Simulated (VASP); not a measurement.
# Ba (Im-3m) in VASP: notebook

Ba is run at these levels: LDA, PBE; tasks: single point.

Everything below comes from runs of VASP 6.6.1. Logs are shortened: lines on timing, memory, paths and dates and some standing lists are left out, and cuts for length are marked.

## Step 1: The cell of the first run

The structure is cubic, space group Im-3m (No. 229). The conventional cell has a = 5.013 Å, b = 5.013 Å, c = 5.013 Å, α = 90.00°, β = 90.00°, γ = 90.00°. Ba (site symmetry m-3m) has 14 Ba at 4.34 to 5.01 Å within 5.7 Å.

## Step 2: Single point, LDA

The input, INCAR:

```
SYSTEM = Ba
ALGO = Fast
EDIFF = 1E-7
ENCUT = 520
ISIF = 2
ISMEAR = -1
LASPH = .TRUE.
LCHARG = .TRUE.
LELF = .TRUE.
LREAL = .FALSE.
LVHAR = .TRUE.
LWAVE = .FALSE.
NBANDS = 11
NELM = 80
PREC = Accurate
SIGMA = 0.05
```

The input, KPOINTS:

```
k-points
0
G
  4 4 4
  0 0 0
```

The input, POSCAR:

```
Ba
1.0
   -2.5065000000      2.5065000000      2.5065000000
    2.5065000000     -2.5065000000      2.5065000000
    2.5065000000      2.5065000000     -2.5065000000
Ba
1
Direct
    0.0000000000      0.0000000000      0.0000000000
```

Potentials or basis: VASP PAW LDA potentials, release 64 (Ba_sv).

Run with:

```sh
> cat potpaw_LDA.64/Ba_sv/POTCAR > POTCAR
> mpirun -np 1 vasp_std > vasp.out
```

OUTCAR:

```text
SYSTEM = Ba
   EDIFF = 1E-7
   ENCUT = 520
   ISIF = 2
   ISMEAR = -1
   LASPH = .TRUE.
   LREAL = .FALSE.
   NELM = 80
   PREC = Accurate

 ion  position               nearest neighbor table
   1  0.000  0.000  0.000-

  LATTYP: Found a body centered cubic cell.
 ALAT       =     5.0130000000

  Lattice vectors:

 A1 = (  -2.5065000000,   2.5065000000,   2.5065000000)
 A2 = (   2.5065000000,  -2.5065000000,   2.5065000000)
 A3 = (   2.5065000000,   2.5065000000,  -2.5065000000)

Analysis of symmetry for initial positions (statically):
=====================================================================
 Subroutine PRICEL returns:
 Original cell was already a primitive cell.

 Routine SETGRP: Setting up the symmetry group for a
 body centered cubic supercell.

 Subroutine GETGRP returns: Found 48 space group operations
 (whereof 48 operations were pure point group operations)
 out of a pool of 48 trial point group operations.

The static configuration has the point symmetry O_h .

Analysis of symmetry for dynamics (positions and initial velocities):
=====================================================================
 Subroutine PRICEL returns:
 Original cell was already a primitive cell.

 Routine SETGRP: Setting up the symmetry group for a
 body centered cubic supercell.

 Subroutine GETGRP returns: Found 48 space group operations
 (whereof 48 operations were pure point group operations)
 out of a pool of 48 trial point group operations.

The dynamic configuration has the point symmetry O_h .

 Subroutine INISYM returns: Found 48 space group operations
 (whereof 48 operations are pure point group operations),
 and found     1 'primitive' translations

----------------------------------------------------------------------------------------

                                     Primitive cell

  volume of cell :      62.9888

  direct lattice vectors                    reciprocal lattice vectors
    -2.506500000  2.506500000  2.506500000     0.000000000  0.199481348  0.199481348
     2.506500000 -2.506500000  2.506500000     0.199481348  0.000000000  0.199481348
     2.506500000  2.506500000 -2.506500000     0.199481348  0.199481348  0.000000000

  length of vectors
     4.341385349  4.341385349  4.341385349     0.282109228  0.282109228  0.282109228

  position of ions in fractional coordinates (direct lattice)
     0.000000000  0.000000000  0.000000000

  ion indices of the primitive-cell ions
   primitive index   ion index
                 1           1

----------------------------------------------------------------------------------------

 KPOINTS: k-points

Automatic generation of k-mesh.
 Grid dimensions read from file:
 generate k-points for:    4    4    4

 Generating k-lattice:

  Cartesian coordinates                     Fractional coordinates (reciprocal lattice)
     0.000000000  0.049870337  0.049870337     0.250000000  0.000000000  0.000000000
     0.049870337  0.000000000  0.049870337     0.000000000  0.250000000  0.000000000
     0.049870337  0.049870337  0.000000000     0.000000000  0.000000000  0.250000000

  Length of vectors
     0.070527307  0.070527307  0.070527307

  Shift w.r.t. Gamma in fractional coordinates (k-lattice)
     0.000000000  0.000000000  0.000000000

 Subroutine IBZKPT returns following result:
 ===========================================

 Found      8 irreducible k-points:

 Following reciprocal coordinates:
            Coordinates               Weight
  0.000000  0.000000  0.000000      1.000000
  0.250000  0.000000  0.000000     12.000000
  0.500000  0.000000  0.000000      6.000000
  0.250000  0.250000  0.000000     24.000000
  0.250000  0.250000  0.250000      2.000000
 -0.250000  0.250000  0.250000      6.000000
  0.500000  0.500000  0.250000     12.000000
  0.500000  0.500000  0.500000      1.000000
   k-points           NKPTS =      8   k-points in BZ     NKDIM =      8   number of bands    NBANDS=     11
   number of dos      NEDOS =    301   number of ions     NIONS =      1
   total plane-waves  NPLWV =  32768
   dimension x,y,z NGX =    32 NGY =   32 NGZ =   32
   dimension x,y,z NGXF=    64 NGYF=   64 NGZF=   64
   ions per type =               1
   NGX,Y,Z   is equivalent  to a cutoff of  12.25, 12.25, 12.25 a.u.
   NGXF,Y,Z  is equivalent  to a cutoff of  24.51, 24.51, 24.51 a.u.
 SYSTEM =  Ba
   PREC   = accura    normal or accurate (medium, high low for compatibility)
   ISTART =      0    job   : 0-new  1-cont  2-samecut
   ICHARG =      2    charge: 1-file 2-atom 10-const
   ISPIN  =      1    spin polarized calculation?
   LNONCOLLINEAR =      F non collinear calculations
   LSORBIT =      F    spin-orbit coupling
   LASPH  =      T    aspherical Exc in radial PAW
   ENCUT  =  520.0 eV  38.22 Ry    6.18 a.u.   8.07  8.07  8.07*2*pi/ulx,y,z
   NELM   =     80;   NELMIN=  2; NELMDL= -5     # of ELM steps
   EDIFF  = 0.1E-06   stopping-criterion for ELM
   LREAL  =      F    real-space projection
   EDIFFG = 0.1E-05   stopping-criterion for IOM
   NSW    =      0    number of steps for IOM
   IBRION =     -1    ionic relax: 0-MD 1-quasi-New 2-CG
   NFREE  =      0    steps in history (QN), initial steepest desc. (CG)
   ISIF   =      2    stress and relaxation
   ISYM   =      2    0-nonsym 1-usesym 2-fastsym
   POTIM  = 0.5000    time-step for ionic-motion
   TEBEG  =    0.0;   TEEND  =   0.0 temperature during run
   PSTRESS=    0.0 pullay stress
   NELECT =      10.0000    total number of electrons
   NUPDOWN=      -1.0000    fix difference up-down
   EMIN   =  10.00;   EMAX   =-10.00  energy-range for DOS
   EFERMI =   0.00;   METHOD = LEGACY
   ISMEAR =    -1;   SIGMA  =   0.05  broadening in eV -4-tet -1-fermi 0-gaus
   EFERMI_NEDOS =   21; number of points for ismear=-14 and -15
   IALGO  =     68    algorithm
   IMIX   =      4    mixing-type and parameters
     AMIX     =   0.40;   BMIX     =  1.00
     AMIX_MAG =   1.60;   BMIX_MAG =  1.00
  volume/ion in A,a.u.               =      62.99       425.07
  Fermi-wavevector in a.u.,A,eV,Ry     =   0.886449  1.675146 10.691349  0.785792
  Thomas-Fermi vector in A             =   2.007617
   LORBIT       =      0    0 simple, 1 ext, 2 COOP (PROOUT), +10 PAW based schemes
   GGA     = CA    functional components
   LHFCALC =     F    Hartree Fock is set to
   AEXX    =    0.0000 exact exchange contribution
   IVDW    =     0    specifies the selected vdW correction
   LEPSILON=     F    determine dielectric tensor
   LRPA    =     F    only Hartree local field effects (RPA)
 non-spin polarized calculation
 RMM-DIIS sequential band-by-band and
  energy-cutoff  :      520.00
  volume of cell :       62.99
 maximum number of plane-waves:      1724
   NGX = 17   NGY = 17   NGZ = 17

 number of electron      10.0000000 magnetization

 number of electron       9.9999999 magnetization

 Free energy of the ion-electron system (eV)
  ---------------------------------------------------
  ext. energy  EPLUGINS =         0.00000000
  ---------------------------------------------------
  free energy    TOTEN  =        -2.21436263 eV

  energy without entropy =       -2.20846716  energy(sigma->0) =       -2.21141489

 E-fermi :   1.5088     XC(G=0):  -7.6183

 val. band max:        1.2053273738   @ k =   0.5000   0.5000   0.2500
 cond. band min:       1.6276361322   @ k =   0.5000   0.5000   0.2500
 fundamental gap:      0.4223087584
 Fermi energy:         1.5087953762

 k-point     1 :       0.0000    0.0000    0.0000
  band No.  band energies     occupation
      1     -27.3969      2.00000
      2     -12.3575      2.00000
      3     -12.3575      2.00000
      4     -12.3575      2.00000
      5      -1.3278      2.00000
      6       3.1761      0.00000
      7       3.1761      0.00000
      8       3.1761      0.00000
      9       4.6333      0.00000
     10       4.6333      0.00000
     11       8.4092      0.00000

 k-point     2 :       0.2500    0.0000    0.0000
  band No.  band energies     occupation
      1     -27.3749      2.00000
      2     -12.6016      2.00000
      3     -12.4346      2.00000
      4     -12.3589      2.00000
      5      -0.3128      2.00000
      6       2.5291      0.00000
      7       2.5648      0.00000
      8       4.3359      0.00000
      9       4.3698      0.00000
     10       4.6925      0.00000
     11       8.7166      0.00000

 k-point     3 :       0.5000    0.0000    0.0000
  band No.  band energies     occupation
      1     -27.3527      2.00000
      2     -12.8276      2.00000
      3     -12.5093      2.00000
      4     -12.3605      2.00000
      5       0.5139      2.00000
      6       2.0604      0.00003
      7       2.7472      0.00000
      8       4.5658      0.00000
      9       5.1583      0.00000
     10       6.6046      0.00000
     11       7.1369      0.00000

 k-point     4 :       0.2500    0.2500    0.0000
  band No.  band energies     occupation
      1     -27.3527      2.00000
      2     -12.7430      2.00000
      3     -12.5561      2.00000
      4     -12.4073      2.00000
      5       0.9837      1.99995
      6       1.9100      0.00065
      7       2.2788      0.00000
      8       4.4383      0.00000
      9       5.0207      0.00000
     10       6.3780      0.00000
     11       7.3670      0.00000

 k-point     5 :       0.2500    0.2500    0.2500
  band No.  band energies     occupation
      1     -27.3498      2.00000
      2     -12.5939      2.00000
      3     -12.5939      2.00000
      4     -12.5939      2.00000
      5       1.9490      0.00030
      6       1.9490      0.00030
      7       1.9490      0.00030
      8       5.0809      0.00000
      9       5.2557      0.00000
     10       5.2557      0.00000
     11       8.2289      0.00000

 k-point     6 :      -0.2500    0.2500    0.2500
  band No.  band energies     occupation
      1     -27.3556      2.00000
      2     -12.6107      2.00000
      3     -12.5180      2.00000
      4     -12.5180      2.00000
      5       0.5415      2.00000
      6       2.1819      0.00000
      7       3.2513      0.00000
      8       3.2513      0.00000
      9       4.2978      0.00000
     10       4.9927      0.00000
     11       8.4336      0.00000

 k-point     7 :       0.5000    0.5000    0.2500
  band No.  band energies     occupation
      1     -27.3363      2.00000
      2     -12.7573      2.00000
      3     -12.5987      2.00000
      4     -12.5274      2.00000
      5       1.2053      1.99539
      6       1.6276      0.16992
      7       3.1929      0.00000
      8       3.2955      0.00000
      9       5.7989      0.00000
     10       6.3412      0.00000
     11       7.3839      0.00000

 k-point     8 :       0.5000    0.5000    0.5000
  band No.  band energies     occupation
      1     -27.3198      2.00000
      2     -12.6849      2.00000
      3     -12.6849      2.00000
      4     -12.6849      2.00000
      5       0.8939      1.99999
      6       0.8939      1.99999
      7       5.7854      0.00000
      8       5.7854      0.00000
      9       5.7856      0.00000
     10       6.1078      0.00000
     11       6.1078      0.00000

------------------------ aborting loop because EDIFF is reached ----------------------------------------

  FORCE on cell =-STRESS in cart. coord.  units (eV):
  Direction    XX          YY          ZZ          XY          YZ          ZX
  --------------------------------------------------------------------------------------
  -------------------------------------------------------------------------------------
  Total       -0.4176340     -0.4176340     -0.4176340      0.0000000      0.0000000      0.0000000
  in kB      -10.6229053    -10.6229053    -10.6229053      0.0000000      0.0000000      0.0000000
  external PRESSURE =     -10.6229053 kB  Pullay stress =       0.0000000 kB

 VOLUME and BASIS-vectors are now :
 -----------------------------------------------------------------------------
  energy-cutoff  :      520.00
  volume of cell :       62.99
      direct lattice vectors                 reciprocal lattice vectors
    -2.506500000  2.506500000  2.506500000     0.000000000  0.199481348  0.199481348
     2.506500000 -2.506500000  2.506500000     0.199481348  0.000000000  0.199481348
     2.506500000  2.506500000 -2.506500000     0.199481348  0.199481348  0.000000000

 POSITION                                       TOTAL-FORCE (eV/Angst)
 -----------------------------------------------------------------------------------
      0.00000      0.00000      0.00000         0.000000     -0.000000     -0.000000
 -----------------------------------------------------------------------------------
    total drift:                               -0.000000      0.000000      0.000000

  FREE ENERGIE OF THE ION-ELECTRON SYSTEM (eV)
  ---------------------------------------------------
  free  energy   TOTEN  =        -2.2143626267 eV

  energy  without entropy=       -2.2084671559  energy(sigma->0) =       -2.21141489
```

It took 3.7 s on 1 thread of Intel Xeon Platinum 8488C (Sapphire Rapids), shared host; peak memory 0.14 GiB.

What came out:

```
Free energy            : -2.2144 eV
Pressure               : -1.1 GPa
Band gap on the k mesh : zero (band 5 reaches 1.95 eV, above the bottom of band 6 at 0.89 eV)
```

Caveat: the k points lie up to 0.44 Å⁻¹ apart; spin-orbit coupling is left out, which moves the levels of the heavy elements.

## Step 3: Single point, PBE

The input, INCAR:

```
SYSTEM = Ba
ALGO = Normal ; EDIFF = 1E-6
ENCUT = 520 ; GGA = PE
ISIF = 2 ; ISMEAR = -1
LASPH = .True. ; LCHARG = .False.
LREAL = .False. ; LWAVE = .False.
NBANDS = 11 ; NELM = 80
PREC = Accurate ; SIGMA = 0.05
```

The input, KPOINTS:

```
k-points
0
Gamma
  4 4 4
  0 0 0
```

POSCAR is that of step 2.

Potentials or basis: VASP PAW PBE potentials, release 64 (Ba_sv).

Run with:

```sh
> cat potpaw_PBE.64/Ba_sv/POTCAR > POTCAR
> mpirun -np 1 vasp_std > vasp.out
```

OUTCAR:

```text
SYSTEM = Ba
   EDIFF = 1E-6
   ENCUT = 520
   GGA = PE
   ISIF = 2
   ISMEAR = -1
   LASPH = .True.
   LREAL = .False.
   NELM = 80
   PREC = Accurate

 ion  position               nearest neighbor table
   1  0.000  0.000  0.000-

  LATTYP: Found a body centered cubic cell.
 ALAT       =     5.0130000000

  Lattice vectors:

 A1 = (  -2.5065000000,   2.5065000000,   2.5065000000)
 A2 = (   2.5065000000,  -2.5065000000,   2.5065000000)
 A3 = (   2.5065000000,   2.5065000000,  -2.5065000000)

Analysis of symmetry for initial positions (statically):
=====================================================================
 Subroutine PRICEL returns:
 Original cell was already a primitive cell.

 Routine SETGRP: Setting up the symmetry group for a
 body centered cubic supercell.

 Subroutine GETGRP returns: Found 48 space group operations
 (whereof 48 operations were pure point group operations)
 out of a pool of 48 trial point group operations.

The static configuration has the point symmetry O_h .

Analysis of symmetry for dynamics (positions and initial velocities):
[... 147 lines left out ...]

 k-point     1 :       0.0000    0.0000    0.0000
  band No.  band energies     occupation
      1     -27.2428      2.00000
      2     -12.1909      2.00000
      3     -12.1909      2.00000
      4     -12.1909      2.00000
      5      -1.1084      2.00000
      6       3.4700      0.00000
      7       3.4700      0.00000
      8       3.4700      0.00000
      9       4.8805      0.00000
     10       4.8805      0.00000
     11       8.5790      0.00000
[... 85 lines left out ...]
 k-point     8 :       0.5000    0.5000    0.5000
  band No.  band energies     occupation
      1     -27.1672      2.00000
      2     -12.5103      2.00000
      3     -12.5103      2.00000
      4     -12.5103      2.00000
      5       1.1022      1.99999
      6       1.1022      1.99999
      7       5.9980      0.00000
      8       5.9980      0.00000
      9       5.9980      0.00000
     10       6.3737      0.00000
     11       6.3737      0.00000

------------------------ aborting loop because EDIFF is reached ----------------------------------------

  FORCE on cell =-STRESS in cart. coord.  units (eV):
  Direction    XX          YY          ZZ          XY          YZ          ZX
  --------------------------------------------------------------------------------------
  -------------------------------------------------------------------------------------
  Total        0.1264614      0.1264614      0.1264614      0.0000000      0.0000000      0.0000000
  in kB        3.2166624      3.2166624      3.2166624      0.0000000      0.0000000      0.0000000
  external PRESSURE =       3.2166624 kB  Pullay stress =       0.0000000 kB

 VOLUME and BASIS-vectors are now :
 -----------------------------------------------------------------------------
  energy-cutoff  :      520.00
  volume of cell :       62.99
      direct lattice vectors                 reciprocal lattice vectors
    -2.506500000  2.506500000  2.506500000     0.000000000  0.199481348  0.199481348
     2.506500000 -2.506500000  2.506500000     0.199481348  0.000000000  0.199481348
     2.506500000  2.506500000 -2.506500000     0.199481348  0.199481348  0.000000000

 POSITION                                       TOTAL-FORCE (eV/Angst)
 -----------------------------------------------------------------------------------
      0.00000      0.00000      0.00000         0.000000     -0.000000      0.000000
 -----------------------------------------------------------------------------------
    total drift:                                0.000000      0.000000     -0.000000

  FREE ENERGIE OF THE ION-ELECTRON SYSTEM (eV)
  ---------------------------------------------------
  free  energy   TOTEN  =        -1.9083726260 eV

  energy  without entropy=       -1.9023259835  energy(sigma->0) =       -1.90534930
```

stdout:

```text
POSCAR found type information on POSCAR Ba
 POSCAR found :  1 types and       1 ions
 scaLAPACK will be used
 LDA part: xc-table for (Slater+PW92), standard interpolation
 POSCAR, INCAR and KPOINTS ok, starting setup
 FFT: planning ... GRIDC
 FFT: planning ... GRID_SOFT
 FFT: planning ... GRID
 WAVECAR not read
 entering main loop
```

Wall time 3.5 s (1 thread of Intel Xeon Platinum 8488C (Sapphire Rapids), shared host); peak memory 0.17 GiB.

Results:

- Free energy: -1.9084 eV
- Pressure: 0.3 GPa
- Band gap on the k mesh: zero (band 5 reaches 2.16 eV, above the bottom of band 6 at 1.10 eV)

Levels at points of the mesh, in eV from the Fermi level:
```tsv
k point	band 1	band 2	band 3	band 4	band 5	band 6	band 7	band 8	band 9	band 10
(0.00, 0.00, 0.00)	-28.94	-13.89	-13.89	-13.89	-2.81	1.77	1.77	1.77	3.18	3.18
(0.50, 0.00, 0.00)	-28.90	-14.35	-14.04	-13.89	-0.95	0.63	1.19	3.15	3.73	5.17
(0.50, 0.50, 0.50)	-28.87	-14.21	-14.21	-14.21	-0.60	-0.60	4.30	4.30	4.30	4.67
```

Caveat: the k points lie up to 0.44 Å⁻¹ apart; spin-orbit coupling is left out, which moves the levels of the heavy elements.
